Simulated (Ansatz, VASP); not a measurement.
## One calculation of AlN, two programs

Contents of INCAR:

```
PREC     = Accurate       # precision mode
ENCUT    = 520            # plane-wave cutoff, eV
EDIFF    = 1E-6           # SCF threshold, eV
ISMEAR   = 0              # smearing method
SIGMA    = 0.05           # smearing width, eV
LREAL    = F              # projectors in reciprocal space
LASPH    = T              # aspherical terms in the spheres
NELM     = 100            # most SCF steps
ALGO     = Normal         # electronic algorithm
ISIF     = 2              # what is computed and relaxed
LWAVE    = F              # write WAVECAR
LCHARG   = F              # write CHGCAR
GGA      = PE             # functional
NBANDS   = 16             # bands
```

The input KPOINTS:

```
Automatic mesh
0
Gamma
  9 9 6
```

POSCAR

```
AlN
1.0
    3.1110021516      0.0000000000      0.0000000000
   -1.5555010758      2.6942068945      0.0000000000
    0.0000000000      0.0000000000      4.9780000000
Al N
2 2
Direct
    0.3333333333      0.6666666667      0.0000000000
    0.6666666667      0.3333333333      0.5000000000
    0.2626055240      0.6313027620      0.3972005471
    0.5959388574      0.2979694287      0.8972005471
```

Input for Ansatz:

```yaml
crystal:
  lattice:
    - [3.1110021516, 0.0, 0.0]
    - [-1.5555010758, 2.6942068945, 0.0]
    - [0.0, 0.0, 4.978]
  atoms:
    - { symbol: Al, position: [0.3333333333, 0.6666666667, 0.0] }
    - { symbol: Al, position: [0.6666666667, 0.3333333333, 0.5] }
    - { symbol: "N", position: [0.262605524, 0.631302762, 0.3972005471] }
    - { symbol: "N", position: [0.5959388574, 0.2979694287, 0.8972005471] }
basis:
  ecutwfc: 420
kpoints:
  mp_grid: { grid: [9, 9, 6] }
hamiltonian:
  xc: pbe
scf:
  occupations: { method: gaussian, width: 0.05 }
output:
  forces: true
  stress: true
  eigenvalues: true
```

Change from the starting cell: all N atoms moved +0.200 Å, as atom 3 towards its neighbour atom 2 (Al) at 1.885 Å.

Alike in both runs: task single point; functional PBE; k mesh 9 × 9 × 6; occupations gaussian, width 0.05 eV; no spin polarisation.

|  | VASP | Ansatz |
| --- | --- | --- |
| version | VASP 6.6.1 | Ansatz 0.2.0 |
| potentials or method | VASP PAW PBE potentials, release 64 (Al, N), cutoff 520 eV | scalar-relativistic, plane waves, PAW |
| valence electrons in the cell | 16 | 16 |

Ansatz gave:

| Quantity | Value |
| --- | --- |
| gap on the k mesh at the Fermi level (eV) | 3.80 |
| least direct gap on the mesh (eV) | 3.80 |
| pressure (GPa) | 9.9 |
| traceless stress, the component that is largest in VASP (GPa) | -10.31 |
| rms of the force components (eV/Å) | 2.302 |

Q: Estimate VASP's values.

A: gap on the k mesh at the Fermi level (eV): 3.81; least direct gap on the mesh (eV): 3.81; pressure (GPa): 9.7; traceless stress, the component that is largest in VASP (GPa): -10.35; rms of the force components (eV/Å): 2.315.

Atom by atom the forces differ by 0.014 eV/Å (rms over components).
